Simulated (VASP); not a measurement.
# C (P6_3/mmc) in VASP: notebook

Runs on C. Level: PBE+D3(BJ). Tasks: single point, relaxation of cell and atoms.

Program: VASP 6.6.1. These are calculated values, not measurements. Logs are shortened: lines on timing, memory, paths and dates and some standing lists are left out, and cuts for length are marked.

## (1) The cell of the first run

The structure is hexagonal, space group P6_3/mmc (No. 194). Conventional cell: a = 2.465 Å, b = 2.465 Å, c = 6.738 Å, α = 90.00°, β = 90.00°, γ = 120.00°. C (site symmetry -6m2) has 3 C at 1.42 Å within 1.9 Å. Within 1.9 Å of C (site symmetry -6m2) lie 3 C at 1.42 Å.

## (2) Single point, PBE+D3(BJ)

The input, INCAR:

```
ALGO = Normal
EDIFF = 1E-7
ENCUT = 520
GGA = PE
ISIF = 2
ISMEAR = 0
ISYM = 0
IVDW = 12
LASPH = True
LCHARG = False
LREAL = False
LWAVE = False
NBANDS = 16
NELM = 100
PREC = Accurate
SIGMA = 0.1
```

The input, KPOINTS:

```
k-points
0
Gamma
  14 5 17
```

The input, POSCAR:

```
C
1.0
    2.4649796655      0.0000000000      0.0000000000
   -1.2324898327      7.0684912026      0.0000000000
    1.2324898327      0.6447052748      2.0350549555
C
4
Direct
   -0.0025000174     -0.0025000174      0.0025000174
    0.4974999826      0.4974999826      0.5025000174
    0.3308333508      0.9975000174      0.3358333159
    0.1641666841      0.4975000174      0.1691666492
```

Potentials or basis: VASP PAW PBE potentials, release 64 (C).

Command:

```bash
$ cat potpaw_PBE.64/C/POTCAR > POTCAR
$ mpirun -np 1 vasp_std > vasp.out
```

OUTCAR:

```text
EDIFF = 1E-7
   ENCUT = 520
   GGA = PE
   ISIF = 2
   ISMEAR = 0
   ISYM = 0
   IVDW = 12
   LASPH = True
   LREAL = False
   NELM = 100
   PREC = Accurate
 IVDW          = 12

 ion  position               nearest neighbor table
   1  0.997  0.997  0.003-   3 1.42   3 1.42   3 1.42
   2  0.497  0.497  0.503-   4 1.42   4 1.42   4 1.42
   3  0.331  0.998  0.336-   1 1.42   1 1.42   1 1.42
   4  0.164  0.498  0.169-   2 1.42   2 1.42   2 1.42

IMPORTANT INFORMATION: All symmetrisations will be switched off!
NOSYMM: (Re-)initialisation of all symmetry stuff for point group C_1.

----------------------------------------------------------------------------------------

                                     Primitive cell

  volume of cell :      35.4582

  direct lattice vectors                    reciprocal lattice vectors
     2.464979666  0.000000000  0.000000000     0.405682860  0.070736454 -0.268102914
    -1.232489833  7.068491203  0.000000000     0.000000000  0.141472907 -0.044818608
     1.232489833  0.644705275  2.035054956     0.000000000  0.000000000  0.491387221

  length of vectors
     2.464979666  7.175137564  2.464979665     0.491387221  0.148402463  0.491387221

  position of ions in fractional coordinates (direct lattice)
     0.997499983  0.997499983  0.002500017
     0.497499983  0.497499983  0.502500017
     0.330833351  0.997500017  0.335833316
     0.164166684  0.497500017  0.169166649

  ion indices of the primitive-cell ions
   primitive index   ion index
                 1           1
                 2           2
                 3           3
                 4           4

----------------------------------------------------------------------------------------

 KPOINTS: k-points

Automatic generation of k-mesh.
 Grid dimensions read from file:
 generate k-points for:   14    5   17

 Generating k-lattice:

  Cartesian coordinates                     Fractional coordinates (reciprocal lattice)
     0.028977347  0.005052604 -0.019150208     0.071428571  0.000000000  0.000000000
     0.000000000  0.028294581 -0.008963722     0.000000000  0.200000000  0.000000000
     0.000000000  0.000000000  0.028905131     0.000000000  0.000000000  0.058823529

  Length of vectors
     0.035099087  0.029680493  0.028905131

  Shift w.r.t. Gamma in fractional coordinates (k-lattice)
     0.000000000  0.000000000  0.000000000

 -----------------------------------------------------------------------------
|                                                                             |
|           W    W    AA    RRRRR   N    N  II  N    N   GGGG   !!!           |
|           W    W   A  A   R    R  NN   N  II  NN   N  G    G  !!!           |
|           W    W  A    A  R    R  N N  N  II  N N  N  G       !!!           |
|           W WW W  AAAAAA  RRRRR   N  N N  II  N  N N  G  GGG   !            |
|           WW  WW  A    A  R   R   N   NN  II  N   NN  G    G                |
|           W    W  A    A  R    R  N    N  II  N    N   GGGG   !!!           |
|                                                                             |
|     Your reciprocal lattice and k-lattice belong to different lattice       |
|     classes:                                                                |
|                                                                             |
|        The reciprocal lattice is hexagonal,                                 |
|        whereas your k-lattice is triclinic.                                 |
|                                                                             |
|     Results are often still useful ...                                      |
|                                                                             |
 -----------------------------------------------------------------------------

 WARNING: IBZKPT: internal override: KBLOWUP is changed to .FALSE.
      ... skipping the blow-up phase ...

 Subroutine IBZKPT returns following result:
 ===========================================

 Found    596 irreducible k-points:

 Following reciprocal coordinates:
            Coordinates               Weight
  0.000000  0.000000  0.000000      1.000000
  0.071429 -0.000000  0.000000      2.000000
  0.142857 -0.000000 -0.000000      2.000000
  0.214286 -0.000000  0.000000      2.000000
  0.285714 -0.000000  0.000000      2.000000
  0.357143 -0.000000 -0.000000      2.000000
[... 16 lines left out ...]
  0.000000  0.400000  0.000000      2.000000
  0.071429  0.400000  0.000000      2.000000
 [... further k-points ...]
   k-points           NKPTS =    596   k-points in BZ     NKDIM =    596   number of bands    NBANDS=     16
   number of dos      NEDOS =    301   number of ions     NIONS =      4
   total plane-waves  NPLWV =  17496
   dimension x,y,z NGX =    18 NGY =   54 NGZ =   18
   dimension x,y,z NGXF=    36 NGYF=  108 NGZF=   36
   ions per type =               4
   NGX,Y,Z   is equivalent  to a cutoff of  12.14, 12.51, 12.14 a.u.
   NGXF,Y,Z  is equivalent  to a cutoff of  24.28, 25.02, 24.28 a.u.
 SYSTEM =  unknown system
   PREC   = accura    normal or accurate (medium, high low for compatibility)
   ISTART =      0    job   : 0-new  1-cont  2-samecut
   ICHARG =      2    charge: 1-file 2-atom 10-const
   ISPIN  =      1    spin polarized calculation?
   LNONCOLLINEAR =      F non collinear calculations
   LSORBIT =      F    spin-orbit coupling
   LASPH  =      T    aspherical Exc in radial PAW
   ENCUT  =  520.0 eV  38.22 Ry    6.18 a.u.   4.58 13.34  4.58*2*pi/ulx,y,z
   NELM   =    100;   NELMIN=  2; NELMDL= -5     # of ELM steps
   EDIFF  = 0.1E-06   stopping-criterion for ELM
   LREAL  =      F    real-space projection
   EDIFFG = 0.1E-05   stopping-criterion for IOM
   NSW    =      0    number of steps for IOM
   IBRION =     -1    ionic relax: 0-MD 1-quasi-New 2-CG
   NFREE  =      0    steps in history (QN), initial steepest desc. (CG)
   ISIF   =      2    stress and relaxation
   ISYM   =      0    0-nonsym 1-usesym 2-fastsym
   POTIM  = 0.5000    time-step for ionic-motion
   TEBEG  =    0.0;   TEEND  =   0.0 temperature during run
   PSTRESS=    0.0 pullay stress
   NELECT =      16.0000    total number of electrons
   NUPDOWN=      -1.0000    fix difference up-down
   EMIN   =  10.00;   EMAX   =-10.00  energy-range for DOS
   EFERMI =   0.00;   METHOD = LEGACY
   ISMEAR =     0;   SIGMA  =   0.10  broadening in eV -4-tet -1-fermi 0-gaus
   EFERMI_NEDOS =   21; number of points for ismear=-14 and -15
   IALGO  =     38    algorithm
   IMIX   =      4    mixing-type and parameters
     AMIX     =   0.40;   BMIX     =  1.00
     AMIX_MAG =   1.60;   BMIX_MAG =  1.00
  volume/ion in A,a.u.               =       8.86        59.82
  Fermi-wavevector in a.u.,A,eV,Ry     =   1.255672  2.372875 21.452460  1.576711
  Thomas-Fermi vector in A             =   2.389417
   LORBIT       =      0    0 simple, 1 ext, 2 COOP (PROOUT), +10 PAW based schemes
   GGA     = PE    functional components
   LHFCALC =     F    Hartree Fock is set to
   AEXX    =    0.0000 exact exchange contribution
   IVDW    =    12    specifies the selected vdW correction
   LEPSILON=     F    determine dielectric tensor
   LRPA    =     F    only Hartree local field effects (RPA)
 non-spin polarized calculation
 Gauss-broadening in eV      SIGMA  =   0.10
  energy-cutoff  :      520.00
  volume of cell :       35.46
 maximum number of plane-waves:       979
   NGX =  9   NGY = 27   NGZ =  9

 number of electron      15.9999999 magnetization

 Free energy of the ion-electron system (eV)
  ---------------------------------------------------
  ext. energy  EPLUGINS =         0.00000000
  ---------------------------------------------------
  free energy    TOTEN  =       -36.84941470 eV

  energy without entropy =      -36.84941470  energy(sigma->0) =      -36.84941470

 E-fermi :   4.6800     XC(G=0): -10.2943

 val. band max:        4.3109601640   @ k =  -0.3571  -0.4000   0.2941
 cond. band min:       5.0487756093   @ k =  -0.3571  -0.4000   0.2941
 fundamental gap:      0.7378154453
 Fermi energy:         4.6799774892

 k-point     1 :       0.0000    0.0000    0.0000
  band No.  band energies     occupation
      1     -15.0072      2.00000
      2     -14.7167      2.00000
      3      -3.8548      2.00000
      4      -1.9299      2.00000
      5       1.6226      2.00000
      6       1.6229      2.00000
[... 8 lines left out ...]
     15      16.0034      0.00000
     16      16.2080      0.00000

 k-point     2 :       0.0714   -0.0000    0.0000
  band No.  band energies     occupation
      1     -14.8819      2.00000
      2     -14.6009      2.00000
      3      -3.6868      2.00000
      4      -1.8213      2.00000
      5       1.1321      2.00000
      6       1.1603      2.00000
[... 8 lines left out ...]
     15      15.5750      0.00000
     16      15.8003      0.00000

 k-point     3 :       0.1429   -0.0000   -0.0000
  band No.  band energies     occupation
      1     -14.5078      2.00000
      2     -14.2539      2.00000
      3      -3.1868      2.00000
      4      -1.4941      2.00000
      5      -0.1475      2.00000
      6      -0.1000      2.00000
[... 8 lines left out ...]
     15      14.9317      0.00000
     16      15.1191      0.00000

 k-point     4 :       0.2143   -0.0000    0.0000
  band No.  band energies     occupation
      1     -13.8891      2.00000
      2     -13.6772      2.00000
      3      -2.3681      2.00000
      4      -1.8633      2.00000
      5      -1.7999      2.00000
      6      -0.9459      2.00000
[... 8 lines left out ...]
     15      16.9069      0.00000
     16      16.9424      0.00000
[... 324 lines left out ...]
 k-point    22 :      -0.0714    0.2000   -0.0000
  band No.  band energies     occupation
      1     -14.8744      2.00000
      2     -14.6094      2.00000
      3      -3.6420      2.00000
      4      -1.8864      2.00000
      5       1.1329      2.00000
      6       1.1595      2.00000
[... 8 lines left out ...]
     15      15.5794      0.00000
     16      15.7932      0.00000

 k-point    23 :       0.0000    0.4000    0.0000
  band No.  band energies     occupation
      1     -14.9108      2.00000
      2     -14.8212      2.00000
      3      -3.2691      2.00000
      4      -2.6852      2.00000
      5       1.6287      2.00000
      6       1.6290      2.00000
[... 8 lines left out ...]
     15      16.0653      0.00000
     16      16.1278      0.00000

 k-point    24 :       0.0714    0.4000    0.0000
  band No.  band energies     occupation
      1     -14.7586      2.00000
      2     -14.7328      2.00000
      3      -2.9253      2.00000
      4      -2.7570      2.00000
      5       1.1449      2.00000
      6       1.1475      2.00000
[... 8 lines left out ...]
     15      15.6708      0.00000
     16      15.6920      0.00000

 [... further k-points ...]

------------------------ aborting loop because EDIFF is reached ----------------------------------------

 Edisp (eV)   -0.62221

 E8    (eV) :    -0.1762

  FORCE on cell =-STRESS in cart. coord.  units (eV):
  Direction    XX          YY          ZZ          XY          YZ          ZX
  --------------------------------------------------------------------------------------
  -------------------------------------------------------------------------------------
  Total       0.16580    -0.00331     0.12462    -0.00179     0.04493    -0.00584
  in kB       7.49182    -0.14955     5.63089    -0.08105     2.03025    -0.26397
  external pressure =        4.32 kB  Pullay stress =        0.00 kB

 VOLUME and BASIS-vectors are now :
 -----------------------------------------------------------------------------
  energy-cutoff  :      520.00
  volume of cell :       35.46
      direct lattice vectors                 reciprocal lattice vectors
     2.464979666  0.000000000  0.000000000     0.405682860  0.070736454 -0.268102914
    -1.232489833  7.068491203  0.000000000     0.000000000  0.141472907 -0.044818608
     1.232489833  0.644705275  2.035054956     0.000000000  0.000000000  0.491387221

 POSITION                                       TOTAL-FORCE (eV/Angst)
 -----------------------------------------------------------------------------------
      1.23249      7.05243      0.00509         0.003004     -0.002023     -0.006394
      1.23249      3.84054      1.02262        -0.003004      0.002029      0.006393
      0.00000      7.26733      0.68344        -0.002848      0.002003      0.006327
      0.00000      3.62564      0.34426         0.002849     -0.002008     -0.006326
 -----------------------------------------------------------------------------------
    total drift:                                0.000171      0.000113     -0.000346

  FREE ENERGIE OF THE ION-ELECTRON SYSTEM (eV)
  ---------------------------------------------------
  free  energy   TOTEN  =       -37.4716224915 eV

  energy  without entropy=      -37.4716224910  energy(sigma->0) =      -37.47162249
```

It took 3.9 min on 1 thread of Intel Xeon Platinum 8259CL at 2.50GHz (Skylake/Cascade Lake), shared host; peak memory 0.35 GiB.

Results:

```yaml
Free_energy: -37.4716 eV
Pressure: 0.4 GPa
Largest_force: 0.007 eV/Å
Dispersion_energy_per_atom: -0.156 eV
```

Forces on the atoms (eV/Å):
```
C    0.003 -0.002 -0.006
C   -0.003  0.002  0.006
C   -0.003  0.002  0.006
C    0.003 -0.002 -0.006
```

[end of part 1 of 2]
